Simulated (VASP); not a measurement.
## MgI: single point with PBE

Crystal: MgI.

```
Mg I
1.0
     0.00000    4.03980    4.03980
     4.03980    0.00000    4.03980
     4.03980    4.03980    0.00000
Mg I
2 2
Direct
  0.25000 0.25000 0.25000
  0.00000 0.00000 0.00000
  0.50000 0.50000 0.50000
  0.75000 0.75000 0.75000
```

The cell was generated, and may not be a known phase.

```yaml
Program: VASP 6.6.1
Task: single point
Functional: PBE
Potentials_or_basis: VASP PAW PBE potentials, release 64 (Mg, I)
Cutoff: 520 eV
k_mesh: 10 × 10 × 10
Occupations: gaussian, width 0.1 eV
Spin: no spin polarisation
```

- Pressure: -0.1 GPa
- Band gap on the k mesh: zero (bands 9 and 10 overlap by 0.17 eV)

Levels at points of the mesh, in eV from the Fermi level:
```tsv
k point	band 5	band 6	band 7	band 8	band 9	band 10	band 11	band 12	band 13	band 14
(0.00, 0.00, 0.00)	-3.57	-2.65	-2.48	-2.48	-2.48	1.88	1.88	1.88	2.56	3.58
(0.50, 0.00, 0.00)	-4.01	-1.97	-1.97	-1.57	-0.61	0.05	1.81	1.81	4.20	4.27
(0.50, 0.50, 0.00)	-3.84	-3.84	-1.04	-1.04	0.05	0.05	2.72	2.72	4.36	4.36
```

Run time: 76 s on 1 thread of Oxide Virtual Turin-like Processor (shared host), peak memory 0.28 GiB.

Caveat: spin-orbit coupling is left out, which moves the levels of the heavy elements.
